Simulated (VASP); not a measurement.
Input of a VASP 6.6.1 run:

The input INCAR:

```
SYSTEM = TiO2
PREC = Accurate ; ENCUT = 520
EDIFF = 1E-6 ; ISMEAR = 0
SIGMA = 0.02 ; LREAL = .FALSE.
LASPH = .TRUE. ; NELM = 60
ALGO = Normal ; ISIF = 2
LWAVE = .FALSE. ; LCHARG = .TRUE.
GGA = PE ; LELF = .TRUE.
LVHAR = .TRUE. ; NBANDS = 33
```

File KPOINTS:

```
regular mesh
0
G
  10 10 10
  0 0 0
```

POSCAR

```
TiO2
1.0
   -1.8996082691      1.8996082691      4.8485069482
    1.8996082691     -1.8996082691      4.8485069482
    1.8996082691      1.8996082691     -4.8485069482
Ti O
2 4
Direct
    0.0000000000      0.0000000000      0.0000000000
    0.7500000000      0.2500000000      0.5000000000
    0.2064947467      0.2064947467      0.0000000000
    0.9564947467      0.4564947467      0.5000000000
    0.5435052533      0.0435052533      0.5000000000
    0.7935052533      0.7935052533      0.0000000000
```

Potentials or basis: VASP PAW PBE potentials, release 64 (Ti_sv, O).

Launch:

```bash
$ cat potpaw_PBE.64/Ti_sv/POTCAR potpaw_PBE.64/O/POTCAR > POTCAR
$ mpirun -np 1 vasp_std > vasp.out
```

(1) Predict the pressure.

(2) What does it give for the band gap on the k mesh?

Results:

(1) 0.7 GPa.

(2) 2.11 eV (least direct gap 2.41 eV).
